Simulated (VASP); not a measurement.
The system is Pd.

```
CELL_PARAMETERS angstrom
0.00000 2.51410 2.51410
2.51410 0.00000 2.51410
2.51410 2.51410 0.00000
ATOMIC_POSITIONS crystal
Pd 0.00000 0.00000 0.00000
Pd 0.50000 0.50000 0.50000
```

- Program: VASP 6.6.1
- Task: relaxation of cell and atoms
- Functional: r2SCAN
- Potentials or basis: VASP PAW PBE potentials, release 64 (Pd)
- Cutoff: 600 eV
- k mesh: 11 × 11 × 11
- Occupations: fermi-dirac, width 0.05 eV
- Spin: collinear spin, antiferromagnetic start
- Starting moments: [0.5, -0.5] μB

At the start: pressure 15.4 GPa; volume 15.89 Å³/atom.

Problem. How do energy, volume and symmetry change on relaxing?

Solution. Over 4 steps the energy falls by 64.5 meV/atom and the volume is 17.38 Å³/atom (+9.4 %); space group Pm-3m (No. 221, to 0.05 Å); moment 0.00 μB per cell.

Step by step:
| step | energy change (eV) | largest force (eV/Å) | pressure (GPa) | volume (Å³) |
| --- | --- | --- | --- | --- |
| 1 | 0.0000 | 0.0000 | 15.37 | 31.78 |
| 2 | 0.0664 | 0.0000 | -11.99 | 39.32 |
| 3 | -0.1289 | 0.0000 | -0.33 | 34.84 |
| 4 | -0.1290 | 0.0000 | 0.03 | 34.76 |

Final structure:
```
CELL_PARAMETERS angstrom
0.00000 2.59037 2.59037
2.59037 0.00000 2.59037
2.59037 2.59037 0.00000
ATOMIC_POSITIONS crystal
Pd 0.00000 0.00000 0.00000
Pd 0.50000 0.50000 0.50000
```

Caveat: the PAW data sets were made with another functional, which shifts forces and pressure a little.
